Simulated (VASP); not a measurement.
# CoSi (zincblende type) (F-43m) in VASP: further runs, part 2 of 2

VASP 6.6.1. The steps go on from the part before.

## Step 3: Relaxation of cell and atoms, PBE, target pressure 34 GPa, at which the enthalpy is minimised

This run uses another cell than the first one, of 12.49 Å³/atom, 0.931 times its volume.

INCAR

```
SYSTEM = CoSi
ALGO     = Normal         ! electronic algorithm
EDIFF    = 1E-6           ! SCF threshold, eV
EDIFFG   = -0.005         ! ionic threshold
ENCUT    = 600            ! plane-wave cutoff, eV
GGA      = PE             ! functional
IBRION   = 2              ! ionic algorithm
ISIF     = 3              ! what is computed and relaxed
ISMEAR   = -1             ! smearing method
LASPH    = .TRUE.         ! aspherical terms in the spheres
LCHARG   = .FALSE.        ! write CHGCAR
LREAL    = .FALSE.        ! projectors in reciprocal space
LWAVE    = .FALSE.        ! write WAVECAR
NELM     = 60             ! most SCF steps
NSW      = 60             ! ionic steps
PREC     = Accurate       ! precision mode
PSTRESS  = 340.0        
SIGMA    = 0.1            ! smearing width, eV
```

KPOINTS

```
k-points
0
G
  13 13 13
  0 0 0
```

POSCAR

```
CoSi
1.0
    0.0000000000      2.3198734467      2.3198734467
    2.3198734467      0.0000000000      2.3198734467
    2.3198734467      2.3198734467      0.0000000000
Co Si
1 1
Direct
    0.0000000000      0.0000000000      0.0000000000
    0.2500000000      0.2500000000      0.2500000000
```

Potentials or basis: VASP PAW PBE potentials, release 64 (Co, Si).

On the command line:

```sh
$ cat potpaw_PBE.64/Co/POTCAR potpaw_PBE.64/Si/POTCAR > POTCAR
$ mpirun -np 1 vasp_std > vasp.out
```

OUTCAR:

```text
SYSTEM = CoSi
   EDIFF = 1E-6
   EDIFFG = -0.005
   ENCUT = 600
   GGA = PE
   IBRION = 2
   ISIF = 3
   ISMEAR = -1
   LASPH = .TRUE.
   LREAL = .FALSE.
   NELM = 60
   NSW = 60
   PREC = Accurate
   PSTRESS = 340.0

 ion  position               nearest neighbor table
   1  0.000  0.000  0.000-   2 2.01   2 2.01   2 2.01   2 2.01
   2  0.250  0.250  0.250-   1 2.01   1 2.01   1 2.01   1 2.01

  LATTYP: Found a face centered cubic cell.
 ALAT       =     4.6397468934

  Lattice vectors:

 A1 = (   0.0000000000,   2.3198734467,   2.3198734467)
 A2 = (   2.3198734467,   0.0000000000,   2.3198734467)
 A3 = (   2.3198734467,   2.3198734467,   0.0000000000)

Analysis of symmetry for initial positions (statically):
=====================================================================
 Subroutine PRICEL returns:
 Original cell was already a primitive cell.

[... 292 lines left out ...]

 E-fermi :   8.4149     XC(G=0): -11.5049

 val. band max:        8.3667004602   @ k =   0.4615   0.4615   0.0000
 cond. band min:       8.4724756880   @ k =  -0.2308   0.3846   0.1538
 fundamental gap:      0.1057752277
 Fermi energy:         8.4148844934

 k-point     1 :       0.0000    0.0000    0.0000
  band No.  band energies     occupation
      1      -2.6997      2.00000
      2       5.4837      2.00000
      3       5.4837      2.00000
      4       5.4837      2.00000
      5       6.9700      2.00000
      6       6.9700      2.00000
      7      16.3724      0.00000
      8      16.3724      0.00000
      9      16.3724      0.00000
     10      16.9078      0.00000
[... 287 lines left out ...]
 k-point    24 :       0.4615    0.1538    0.0000
  band No.  band energies     occupation
      1       0.3154      2.00000
      2       3.9924      2.00000
      3       5.5786      2.00000
      4       5.8842      2.00000
      5       7.0407      2.00000
      6       7.2644      1.99998
      7       8.0093      1.96595
      8      12.1197      0.00000
      9      12.2029      0.00000
     10      16.2671      0.00000

 [... further k-points ...]
[... 5 lines left out ...]
  --------------------------------------------------------------------------------------
  -------------------------------------------------------------------------------------
  Total        5.6960252      5.6960252      5.6960252     -0.0000000     -0.0000000     -0.0000000
  in kB      339.9667678    339.9667678    339.9667678     -0.0000000     -0.0000000     -0.0000000
  external PRESSURE =      -0.0332322 kB  Pullay stress =     340.0000000 kB
[... 21 lines left out ...]
  energy  without entropy=      -11.1754692071  energy(sigma->0) =      -11.18865096

  enthalpy is  TOTEN    =        -5.5052507065 eV   P V=        5.6965820093

 reached required accuracy - stopping structural energy minimisation
```

OSZICAR:

```text
N       E                     dE             d eps       ncg     rms          rms(c)
DAV:   1     0.551106099629E+02    0.55111E+02   -0.62907E+03  1688   0.148E+03
DAV:   2    -0.904670195072E+01   -0.64157E+02   -0.61212E+02  1684   0.233E+02
DAV:   3    -0.115682990539E+02   -0.25216E+01   -0.24723E+01  1936   0.575E+01
DAV:   4    -0.116280055681E+02   -0.59707E-01   -0.59638E-01  2002   0.860E+00
[... 38 lines left out ...]
DAV:   2    -0.112084918513E+02   -0.44973E-02   -0.93869E-02  1898   0.521E+00    0.675E-01
DAV:   3    -0.112018842834E+02    0.66076E-02   -0.43839E-02  1876   0.362E+00    0.688E-02
DAV:   4    -0.112018379417E+02    0.46342E-04   -0.48575E-04  1702   0.211E-01    0.230E-02
DAV:   5    -0.112018330680E+02    0.48737E-05   -0.27122E-05  2302   0.806E-02    0.952E-03
DAV:   6    -0.112018327158E+02    0.35217E-06   -0.24032E-06  1010   0.161E-02
   4 F= -.55052507E+01 E0= -.54920690E+01  d E =-.106761E+00
```

CONTCAR:

```text
CoSi
   1.00000000000000
     0.0000000000000000    2.3765046836882173    2.3765046836882173
     2.3765046836882173    0.0000000000000000    2.3765046836882173
     2.3765046836882173    2.3765046836882173    0.0000000000000000
  Co              Si
     1     1
Direct
     0.0000000000000000    0.0000000000000000    0.0000000000000000
     0.2500000000000000    0.2500000000000000    0.2500000000000000

  0.00000000E+00  0.00000000E+00  0.00000000E+00
  0.00000000E+00  0.00000000E+00  0.00000000E+00
```

Wall time 44 s (1 thread of Intel Xeon 6975P-C (Granite Rapids), shared host); peak memory 0.18 GiB.

What came out:

```yaml
Free_energy: -11.2018 eV
Relaxed_volume: 13.42 Å³/atom
Relaxed_cell: a = 3.361 Å, b = 3.361 Å, c = 3.361 Å, α = 60.00°, β = 60.00°, γ = 60.00°
Space_group_after_relaxing_to_0.05_Å: F-43m (No. 216)
Energy_change_on_relaxing_the_enthalpy_is_what_falls: -252.2 meV/atom
Ionic_steps: 4
Pressure_after_relaxing: 34.0 GPa
```

The path:
| step | energy change (eV) | largest force (eV/Å) | pressure (GPa) | volume (Å³) |
| --- | --- | --- | --- | --- |
| 1 | 0.0000 | 0.0000 | 53.28 | 24.97 |
| 2 | -0.9936 | 0.0000 | 8.09 | 30.80 |
| 3 | -0.5238 | 0.0000 | 33.14 | 26.94 |
| 4 | -0.5044 | 0.0000 | 34.00 | 26.84 |

Final structure:
```cif
data_structure
_symmetry_space_group_name_H-M 'P 1'
_symmetry_Int_Tables_number 1
_cell_length_a 3.3609
_cell_length_b 3.3609
_cell_length_c 3.3609
_cell_angle_alpha 60.000
_cell_angle_beta 60.000
_cell_angle_gamma 60.000
_cell_volume 26.84
loop_
_atom_site_label
_atom_site_type_symbol
_atom_site_fract_x
_atom_site_fract_y
_atom_site_fract_z
_atom_site_occupancy
Co1 Co 0.00000 0.00000 0.00000 1
Si1 Si 0.25000 0.25000 0.25000 1
```

Levels at points of the mesh, in eV from the Fermi level:
| k point | band 2 | band 3 | band 4 | band 5 | band 6 | band 7 | band 8 | band 9 | band 10 |
| --- | --- | --- | --- | --- | --- | --- | --- | --- | --- |
| (0.00, 0.00, 0.00) | -2.93 | -2.93 | -2.93 | -1.44 | -1.44 | 7.96 | 7.96 | 7.96 | 8.49 |

Caveat: the cell is relaxed towards a set pressure, so the enthalpy falls and the energy may rise. Spin polarisation is off, so any magnetic state and its effect on volume and gap are missing.

## Step 4: Relaxation of cell and atoms, PBE, target pressure 34 GPa, at which the enthalpy is minimised

INCAR

```
SYSTEM = CoSi
PREC     = Accurate       ! precision mode
ENCUT    = 600            ! plane-wave cutoff, eV
EDIFF    = 1E-7           ! SCF threshold, eV
ISMEAR   = -1             ! smearing method
SIGMA    = 0.1            ! smearing width, eV
LREAL    = .False.        ! projectors in reciprocal space
LASPH    = .True.         ! aspherical terms in the spheres
NELM     = 80             ! most SCF steps
ALGO     = Normal         ! electronic algorithm
ISIF     = 3              ! what is computed and relaxed
LWAVE    = .False.        ! write WAVECAR
LCHARG   = .False.        ! write CHGCAR
GGA      = PE             ! functional
IBRION   = 2              ! ionic algorithm
NSW      = 32             ! ionic steps
EDIFFG   = -0.005         ! ionic threshold
PSTRESS  = 340.0
```

KPOINTS

```
regular mesh
0
Gamma
  13 13 13
  0 0 0
```

POSCAR

```
CoSi
1.0
    0.0000000000      2.3761078359      2.3761078359
    2.3761078359      0.0000000000      2.3761078359
    2.3761078359      2.3761078359      0.0000000000
Co Si
1 1
Direct
    0.0000000000      0.0000000000      0.0000000000
    0.2500000000      0.2500000000      0.2500000000
```

On the command line:

```sh
$ cat potpaw_PBE.64/Co/POTCAR potpaw_PBE.64/Si/POTCAR > POTCAR
$ mpirun -np 1 vasp_std > vasp.out
```

Wall time 27 s (1 thread of Intel Xeon 6975P-C (Granite Rapids), shared host); peak memory 0.18 GiB.

Results (log left out):

| Property | Result |
| --- | --- |
| Free energy | -11.2011 eV |
| Relaxed volume | 13.42 Å³/atom |
| Relaxed cell | a = 3.361 Å, b = 3.361 Å, c = 3.361 Å, α = 60.00°, β = 60.00°, γ = 60.00° |
| Space group after relaxing (to 0.05 Å) | F-43m (No. 216) |
| Energy change on relaxing (the enthalpy is what falls) | -0.8 meV/atom |
| Ionic steps | 3 |
| Pressure after relaxing | 34.0 GPa |

The path:
```
step  energy change (eV)  largest force (eV/Å)  pressure (GPa)  volume (Å³)
   1              0.0000                0.0000           34.08        26.83
   2             -0.0053                0.0000           33.85        26.86
   3             -0.0016                0.0000           34.02        26.84
```

Final structure:
```yaml
crystal:
  lattice:
    - [0.00000, 2.37633, 2.37633]
    - [2.37633, 0.00000, 2.37633]
    - [2.37633, 2.37633, 0.00000]
  atoms:
    - { symbol: Co, position: [0.00000, 0.00000, 0.00000] }
    - { symbol: Si, position: [0.25000, 0.25000, 0.25000] }
```

Levels at points of the mesh, in eV from the Fermi level:
```tsv
k point	band 2	band 3	band 4	band 5	band 6	band 7	band 8	band 9	band 10
(0.00, 0.00, 0.00)	-2.93	-2.93	-2.93	-1.45	-1.45	7.96	7.96	7.96	8.49
```

Caveat: the cell is relaxed towards a set pressure, so the enthalpy falls and the energy may rise. Spin polarisation is off, so any magnetic state and its effect on volume and gap are missing.

## Step 5: Summary

```csv
task,cell,cutoff (eV),gap on the mesh (eV),pressure (GPa)
single point,"a = 3.360 Å, angles 60.0°, 2 atoms",520,none,34.1
relaxation of cell and atoms,"relaxed to 34 GPa from a = 3.281 Å, angles 60.0°, 2 atoms",600,none,34.0
relaxation of cell and atoms,"relaxed to 34 GPa from a = 3.360 Å, angles 60.0°, 2 atoms",600,none,34.0
```

Alike in all rows: level PBE; potentials or basis VASP PAW PBE potentials, release 64 (Co, Si); no spin polarisation; k mesh 13 × 13 × 13; smearing fermi-dirac 0.1 eV.

Caveats: the cell is relaxed towards a set pressure, so the enthalpy falls and the energy may rise (some runs).

Total energies depend on the potentials used, so only differences within one code and one set of settings carry meaning.
